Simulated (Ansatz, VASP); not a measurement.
Given: the input of a run of VASP 6.6.1 on Cl.

Contents of INCAR:

```
SYSTEM = Cl
ALGO = Normal
EDIFF = 1E-6
EDIFFG = -0.01
ENCUT = 600
GGA = RE
IBRION = 2
ISIF = 3
ISMEAR = -1
IVDW = 13
LASPH = .TRUE.
LCHARG = .FALSE.
LREAL = .FALSE.
LWAVE = .FALSE.
NELM = 60
NSW = 60
PREC = Accurate
SIGMA = 0.05
```

KPOINTS

```
k-points
0
G
  7 7 4
  0 0 0
```

File POSCAR:

```
Cl
1.0
    3.1450000000     -2.2500000000      0.0000000000
    3.1450000000      2.2500000000      0.0000000000
    0.0000000000      0.0000000000      8.2100000000
Cl
4
Direct
    0.3700000000      0.6300000000      0.4000000000
    0.1300000000      0.8700000000      0.9000000000
    0.6300000000      0.3700000000      0.6000000000
    0.8700000000      0.1300000000      0.1000000000
```

Potentials or basis: VASP PAW PBE potentials, release 64 (Cl).

Run with:

```console
$ cat potpaw_PBE.64/Cl/POTCAR > POTCAR
$ mpirun -np 1 vasp_std > vasp.out
```

Problem. Translate it to Ansatz 0.2.0. Potentials there: Ansatz PAW.

Solution. As run (the cutoff follows the program's own potentials):

The input input.yaml:

```yaml
crystal:
  lattice:
    - [3.145, -2.25, 0.0]
    - [3.145, 2.25, 0.0]
    - [0.0, 0.0, 8.21]
  atoms:
    - { symbol: Cl, position: [0.37, 0.63, 0.4] }
    - { symbol: Cl, position: [0.13, 0.87, 0.9] }
    - { symbol: Cl, position: [0.63, 0.37, 0.6] }
    - { symbol: Cl, position: [0.87, 0.13, 0.1] }
hamiltonian:
  xc: revpbe
  pseudopotentials: { kind: paw }
  dispersion: d4
kpoints:
  mp_grid: { grid: [7, 7, 4] }
scf:
  occupations: { method: fermi_dirac, width: 0.05 }
output:
  forces: true
  stress: true
relax:
  f_tol: 0.01
  max_steps: 40
  cell: { stress_tol: 0.05 }
```

Potentials or basis: Ansatz PAW.

Command:

```console
$ ansatz run input.yaml --threads 2 --pin off --max-ram 5632MiB --backend cpu --events-out ev --progress --plain --runs-dir out
```

Both were run:

|  | VASP | Ansatz | Ansatz less VASP |
| --- | --- | --- | --- |
| relaxed volume (Å³/atom) | 26.98 | 26.80 | -0.181 |
| relaxed length of the cell vector where the two differ most in proportion (Å) | 8.064 | 8.108 | +0.0432 |

VASP's potentials were made for PBE, not for revPBE.

Noted on Ansatz's run: odd divisions of the mesh miss points on the zone boundary, where band edges often lie, so the gap on the mesh can be too wide; the plane-wave basis is chosen anew once the cell has moved, so the energies of steps on either side of that aren't comparable.
